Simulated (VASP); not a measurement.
AlOs, 2 atoms in the cell. Symmetry: Pm-3m, No. 221, cubic system. The conventional cell has a = 2.978 Å, b = 2.978 Å, c = 2.978 Å, α = 90.00°, β = 90.00°, γ = 90.00°. Al (site symmetry m-3m) has 8 Os at 2.58 Å and 6 Al at 2.98 Å within 3.4 Å. Os (site symmetry m-3m) has 8 Al at 2.58 Å and 6 Os at 2.98 Å within 3.4 Å. 

```yaml
Program: VASP 6.6.1
Task: single point
Functional: LDA
Potentials_or_basis: VASP PAW LDA potentials, release 64 (Al, Os)
Cutoff: 600 eV
k_mesh: 8 × 8 × 8
Occupations: gaussian, width 0.1 eV
Spin: no spin polarisation
Dipole_correction: no
Further_INCAR_settings: ALGO = Normal; EDIFF = 1e-06; NBANDS = 12
```

Potentials or basis: VASP PAW LDA potentials, release 64 (Al, Os).

Launch:

```bash
$ cat potpaw_LDA.64/Al/POTCAR potpaw_LDA.64/Os/POTCAR > POTCAR
$ mpirun -np 1 vasp_std > vasp.out
```

Hardware: 1 thread of AMD EPYC 7R13 Processor (Zen 3), on a shared host.

How long does it take, and how much memory?

Wall time 7.2 s on 1 thread of AMD EPYC 7R13 Processor (Zen 3), with other jobs on the host, peak memory 0.11 GiB. Counts: scf iterations 11, k points 35.
